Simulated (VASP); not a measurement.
# Nb (I4/mmm) in VASP: further runs, part 2 of 2

VASP 6.6.1.

## 3. Single point, PBE (strain -0.0500 x Voigt [1, 0, 0, 0, 0, 0])

INCAR

```
SYSTEM = Nb
  ALGO = Fast
  EDIFF = 1E-7
  ENCUT = 520
  GGA = PE
  ISIF = 2
  ISMEAR = 0
  LASPH = .TRUE.
  LCHARG = .FALSE.
  LREAL = .FALSE.
  LWAVE = .FALSE.
  NBANDS = 12
  NELM = 60
  PREC = Accurate
  SIGMA = 0.15
```

KPOINTS

```
k-points
0
G
  20 20 20
  0 0 0
```

POSCAR

```
Nb
1.0
    0.0000000000      2.1150000000      2.1150000000
    2.0092500000      0.0000000000      2.1150000000
    2.0092500000      2.1150000000      0.0000000000
Nb
1
Direct
    0.0000000000      0.0000000000      0.0000000000
```

Potentials or basis: VASP PAW PBE potentials, release 64 (Nb_sv).

Command:

```
cat potpaw_PBE.64/Nb_sv/POTCAR > POTCAR
mpirun -np 1 vasp_std > vasp.out
```

OUTCAR:

```text
SYSTEM = Nb
   EDIFF = 1E-7
   ENCUT = 520
   GGA = PE
   ISIF = 2
   ISMEAR = 0
   LASPH = .TRUE.
   LREAL = .FALSE.
   NELM = 60
   PREC = Accurate

 ion  position               nearest neighbor table
   1  0.000  0.000  0.000-

  LATTYP: Found a body centered tetragonal cell.
 ALAT       =     2.9910616844
 C/A-ratio  =     1.3435028843

  Lattice vectors:

 A1 = (  -2.0092500000,   0.0000000000,  -2.1150000000)
 A2 = (  -2.0092500000,   0.0000000000,   2.1150000000)
 A3 = (   2.0092500000,   2.1150000000,   0.0000000000)

Analysis of symmetry for initial positions (statically):
=====================================================================
 Subroutine PRICEL returns:
 Original cell was already a primitive cell.

 Routine SETGRP: Setting up the symmetry group for a
 body centered tetragonal supercell.

 Subroutine GETGRP returns: Found 16 space group operations
 (whereof 16 operations were pure point group operations)
 out of a pool of 16 trial point group operations.

The static configuration has the point symmetry D_4h.

Analysis of symmetry for dynamics (positions and initial velocities):
=====================================================================
 Subroutine PRICEL returns:
 Original cell was already a primitive cell.

 Routine SETGRP: Setting up the symmetry group for a
 body centered tetragonal supercell.

 Subroutine GETGRP returns: Found 16 space group operations
 (whereof 16 operations were pure point group operations)
 out of a pool of 16 trial point group operations.

The dynamic configuration has the point symmetry D_4h.

 Subroutine INISYM returns: Found 16 space group operations
 (whereof 16 operations are pure point group operations),
 and found     1 'primitive' translations

----------------------------------------------------------------------------------------

                                     Primitive cell

[... 115 lines left out ...]
   AEXX    =    0.0000 exact exchange contribution
   IVDW    =     0    specifies the selected vdW correction
   LEPSILON=     F    determine dielectric tensor
   LRPA    =     F    only Hartree local field effects (RPA)
 non-spin polarized calculation
 RMM-DIIS sequential band-by-band and
 Gauss-broadening in eV      SIGMA  =   0.15
  energy-cutoff  :      520.00
  volume of cell :       17.98
 maximum number of plane-waves:       515
 NGX is ok and might be reduce to    24
   NGX = 11   NGY = 11   NGZ = 11

 number of electron      13.0000001 magnetization

 Free energy of the ion-electron system (eV)
  ---------------------------------------------------
  ext. energy  EPLUGINS =         0.00000000
  ---------------------------------------------------
  free energy    TOTEN  =        -9.91451475 eV

  energy without entropy =       -9.89902477  energy(sigma->0) =       -9.90676976

 E-fermi :  11.5603     XC(G=0): -12.5121

 val. band max:       11.5584731506   @ k =   0.0500   0.0500   0.0000
 cond. band min:      11.5612354571   @ k =   0.3000   0.1500  -0.0000
 fundamental gap:      0.0027623065
 Fermi energy:        11.5602717780

 k-point     1 :       0.0000    0.0000    0.0000
  band No.  band energies     occupation
      1     -43.1660      2.00000
      2     -18.4675      2.00000
      3     -18.4675      2.00000
      4     -18.4670      2.00000
      5       5.2503      2.00000
      6      11.4695      1.60809
      7      11.4695      1.60809
      8      12.0766      0.00000
      9      13.9803      0.00000
     10      14.7821      0.00000
     11      23.4826      0.00000
     12      27.8796      0.00000
[... 331 lines left out ...]
 k-point    24 :      -0.3500    0.0500   -0.0000
  band No.  band energies     occupation
      1     -42.9699      2.00000
      2     -19.6188      2.00000
      3     -18.6810      2.00000
      4     -18.5742      2.00000
      5       7.6983      2.00000
      6      11.3049      1.98394
      7      11.7443      0.08272
      8      12.0704      0.00000
      9      15.2845      0.00000
     10      16.1474      0.00000
     11      22.8753      0.00000
     12      25.6153      0.00000

 [... further k-points ...]

------------------------ aborting loop because EDIFF is reached ----------------------------------------

  FORCE on cell =-STRESS in cart. coord.  units (eV):
  Direction    XX          YY          ZZ          XY          YZ          ZX
  --------------------------------------------------------------------------------------
  -------------------------------------------------------------------------------------
  Total       -0.3179875      1.2870328      1.2870328      0.0000000      0.0000000      0.0000000
  in kB      -28.3423510    114.7137504    114.7137504      0.0000000      0.0000000      0.0000000
  external PRESSURE =      67.0283833 kB  Pullay stress =       0.0000000 kB

 VOLUME and BASIS-vectors are now :
 -----------------------------------------------------------------------------
  energy-cutoff  :      520.00
  volume of cell :       17.98
      direct lattice vectors                 reciprocal lattice vectors
     0.000000000  2.115000000  2.115000000    -0.248849073  0.236406619  0.236406619
     2.009250000  0.000000000  2.115000000     0.248849073 -0.236406619  0.236406619
     2.009250000  2.115000000  0.000000000     0.248849073  0.236406619 -0.236406619

 POSITION                                       TOTAL-FORCE (eV/Angst)
 -----------------------------------------------------------------------------------
      0.00000      0.00000      0.00000        -0.000000      0.000000      0.000000
 -----------------------------------------------------------------------------------
    total drift:                                0.000000     -0.000000     -0.000000

  FREE ENERGIE OF THE ION-ELECTRON SYSTEM (eV)
  ---------------------------------------------------
  free  energy   TOTEN  =        -9.9145147478 eV

  energy  without entropy=       -9.8990247687  energy(sigma->0) =       -9.90676976
```

stdout:

```text
POSCAR found type information on POSCAR Nb
 POSCAR found :  1 types and       1 ions
 scaLAPACK will be used
 LDA part: xc-table for (Slater+PW92), standard interpolation
 POSCAR, INCAR and KPOINTS ok, starting setup
 FFT: planning ... GRIDC
 FFT: planning ... GRID_SOFT
 FFT: planning ... GRID
 WAVECAR not read
 entering main loop
WARNING in EDDRMM: call to ZHEGV failed, returncode =   6  3      7
WARNING in EDDRMM: call to ZHEGV failed, returncode =   8  4      7
WARNING in EDDRMM: call to ZHEGV failed, returncode =   8  4     10
WARNING in EDDRMM: call to ZHEGV failed, returncode =   6  3      8
WARNING in EDDRMM: call to ZHEGV failed, returncode =   6  3      9
WARNING in EDDRMM: call to ZHEGV failed, returncode =   8  4     10
WARNING in EDDRMM: call to ZHEGV failed, returncode =   6  3      9
WARNING in EDDRMM: call to ZHEGV failed, returncode =   6  3      9
WARNING in EDDRMM: call to ZHEGV failed, returncode =   6  3      9
WARNING in EDDRMM: call to ZHEGV failed, returncode =   6  3      7
WARNING in EDDRMM: call to ZHEGV failed, returncode =   6  3     10
WARNING in EDDRMM: call to ZHEGV failed, returncode =   6  3     10
WARNING in EDDRMM: call to ZHEGV failed, returncode =   8  4      9
WARNING in EDDRMM: call to ZHEGV failed, returncode =   6  3      8
WARNING in EDDRMM: call to ZHEGV failed, returncode =   8  4     11
WARNING in EDDRMM: call to ZHEGV failed, returncode =   6  3      7
```

It took 7.1 min on 1 thread of Intel Xeon 8259CL, shared host; peak memory 0.26 GiB.

What came out:

```yaml
Free_energy: -9.9145 eV
Pressure: 6.7 GPa
Band_gap_on_the_k_mesh: zero (an odd number of electrons rules out a gap without spin polarisation)
```

Caveat: the cell differs from its parent crystal (strain -0.0500 x Voigt [1, 0, 0, 0, 0, 0]); the stress differs along the axes, from -3 to 11 GPa.

## 4. Single point, PBE (strain -0.1000 x Voigt [1, 0, 0, 0, 0, 0])

INCAR

```
ALGO = Normal ; EDIFF = 1E-6
ENCUT = 520 ; GGA = PE
ISIF = 2 ; ISMEAR = 0
LASPH = True ; LCHARG = True
LELF = True ; LREAL = False
LVHAR = True ; LWAVE = False
NBANDS = 12 ; NELM = 100
PREC = Accurate ; SIGMA = 0.15
```

KPOINTS

```
k-points
0
Gamma
  20 20 20
```

POSCAR

```
Nb
1.0
    0.0000000000      2.1150000000      2.1150000000
    1.9035000000      0.0000000000      2.1150000000
    1.9035000000      2.1150000000      0.0000000000
Nb
1
Direct
    0.0000000000      0.0000000000      0.0000000000
```

Command:

```
cat potpaw_PBE.64/Nb_sv/POTCAR > POTCAR
mpirun -np 1 vasp_std > vasp.out
```

Run time: 3.1 min. Hardware: 1 thread of Intel Xeon 8259CL, shared host; peak memory 0.25 GiB.

Results (log left out):

```
Free energy            : -9.9240 eV
Pressure               : 16.5 GPa
Band gap on the k mesh : zero (an odd number of electrons rules out a gap without spin polarisation)
```

Stress tensor (GPa, compression positive):
```
 0.59  0.00  0.00
 0.00 24.40  0.00
 0.00  0.00 24.40
```

Levels at points of the mesh, in eV from the Fermi level:
```
           k point  band 3  band 4  band 5  band 6  band 7  band 8  band 9  band 10
(0.00, 0.00, 0.00)  -29.77  -29.76   -6.33   -0.19   -0.19    1.06    2.15     3.80
(0.50, 0.00, 0.00)  -30.08  -29.86   -4.13   -0.81    0.78    1.91    4.89     5.81
(0.50, 0.50, 0.00)  -30.37  -30.11   -4.46   -3.52    3.68    5.16    5.33     6.52
(0.00, 0.50, 0.50)  -30.51  -30.51   -4.55   -3.91    5.33    5.73    6.00     6.00
```

Caveat: the cell differs from its parent crystal (strain -0.1000 x Voigt [1, 0, 0, 0, 0, 0]); the stress differs along the axes, from 1 to 24 GPa.

## 5. The runs side by side

| cell | gap on the mesh (eV) | pressure (GPa) |
| --- | --- | --- |
| a = 2.991, b = 2.881, c = 2.881 Å, angles 62.5, 58.7, 58.7°, 1 atom | none | 11.4 |
| a = 2.991, b = 2.917, c = 2.917 Å, angles 61.7, 59.2, 59.2°, 1 atom | none | 6.7 |
| a = 2.991, b = 2.845, c = 2.845 Å, angles 63.4, 58.3, 58.3°, 1 atom | none | 16.5 |

Alike in all rows: task single point; level PBE; potentials or basis VASP PAW PBE potentials, release 64 (Nb_sv); no spin polarisation; k mesh 20 × 20 × 20; cutoff (eV) 520; smearing gaussian 0.15 eV.

Caveats: the stress differs along the axes, from -2 to 18 GPa (at least some runs); the stress differs along the axes, from -3 to 11 GPa (at least some runs); the stress differs along the axes, from 1 to 24 GPa (at least some runs).

Total energies depend on the potentials used, so only differences within one code and one set of settings carry meaning.
